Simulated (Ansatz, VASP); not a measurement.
One calculation of Nb3Te8Mo, two programs

```
CELL_PARAMETERS angstrom
3.64597 0.00000 0.00000
-1.82299 3.15750 0.00000
0.00000 0.00000 29.92668
ATOMIC_POSITIONS crystal
Nb 0.00000 0.00000 0.74804
Nb 0.00000 0.00000 0.25196
Nb 0.00000 0.00000 0.50000
Te 0.66667 0.33333 0.94007
Te 0.66667 0.33333 0.18967
Te 0.66667 0.33333 0.43787
Te 0.66667 0.33333 0.68603
Te 0.33333 0.66667 0.81033
Te 0.33333 0.66667 0.05993
Te 0.33333 0.66667 0.31397
Te 0.33333 0.66667 0.56213
Mo 0.00000 0.00000 0.00000
```

Alike in both runs: functional PBE; k mesh 12 × 12 × 2; occupations gaussian, width 0.1 eV; no spin polarisation.

Ansatz relaxed the structure, and its values are those at the end. VASP's run is a single point on that final structure, the one shown.

|  | VASP | Ansatz |
| --- | --- | --- |
| version | VASP 6.6.1 | Ansatz 0.2.0 |
| potentials or method | VASP PAW PBE potentials, release 64 (Nb_sv, Te, Mo_sv), cutoff 500 eV | scalar-relativistic, plane waves, PAW |
| valence electrons in the cell | 101 | 181 |

Ansatz gave:

```
gap on the k mesh at the Fermi level (eV) : none
pressure (GPa)                            : 0.0
rms of the force components (eV/Å)        : 0.001
```

Q: Estimate VASP's values.

A: gap on the k mesh at the Fermi level (eV): none; pressure (GPa): -0.1; rms of the force components (eV/Å): 0.004.

A gap of «none» marks a metal or a gap that the smearing closes. The functional is the same, so the differences come from potentials, cutoffs and numerics. VASP's potentials hold 101 valence electrons a cell and Ansatz's 181, so a difference there can come from the potentials and not from the codes.

Neither program's run includes spin-orbit coupling.
